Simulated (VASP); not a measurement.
# Fe: single point with PBEsol+D4

Crystal: Fe.

```
Fe
1.0
     2.41782    0.00000    0.00000
    -1.20891    2.09389    0.00000
     0.00000    0.00000    3.81615
Fe
2
Direct
  0.66667 0.33333 0.75000
  0.33333 0.66667 0.25000
```

```
Program                : VASP 6.6.1
Task                   : single point
Functional             : PBEsol
Dispersion             : D4
Potentials or basis    : VASP PAW PBE potentials, release 64 (Fe)
Cutoff                 : 520 eV
k mesh                 : 12 × 12 × 7
Occupations            : fermi-dirac, width 0.05 eV
Spin                   : collinear spin, ferromagnetic start
Starting moments       : [3.0, 3.0] μB
Dipole correction      : no
Further INCAR settings : ALGO = Fast; EDIFF = 1e-07; NBANDS = 19
```

```json
{
 "Pressure": "1.2 GPa",
 "Band gap on the k mesh": "zero (filled and empty bands overlap)",
 "Net moment": "0.00 μB per cell",
 "Valence electrons inside the program's atomic spheres": "Fe 7.66",
 "Dispersion energy per atom": "-0.236 eV"
}
```

Stress tensor (GPa, compression positive):
```
0.56 0.00 0.00
0.00 0.56 0.00
0.00 0.00 2.52
```

Levels at points of the mesh, in eV from the Fermi level:
Spin up:
| k point | band 6 | band 7 | band 8 | band 9 | band 10 | band 11 |
| --- | --- | --- | --- | --- | --- | --- |
| (0.00, 0.00, 0.00) | -1.31 | -1.31 | -0.94 | -0.94 | 0.52 | 0.75 |
| (0.50, 0.00, 0.00) | -1.66 | -1.17 | 0.86 | 1.11 | 1.16 | 2.83 |
Spin down:
```tsv
k point	band 5	band 6	band 7	band 8	band 9	band 10	band 11	band 12
(0.00, 0.00, 0.00)	-1.67	-1.31	-1.31	-0.94	-0.94	0.52	0.75	0.75
(0.50, 0.00, 0.00)	-2.15	-1.66	-1.17	0.86	1.11	1.16	2.83	5.10
```

Run time: 65 s on 1 thread of AMD EPYC 7R43 64-Core Processor (Zen 3), on a shared host, peak memory 0.12 GiB.

Caveat: the starting moments collapsed, and a magnetic state may lie lower; the PAW data sets were made with another functional, which shifts forces and pressure a little; pairwise dispersion overbinds metals, which lowers pressure and volume.
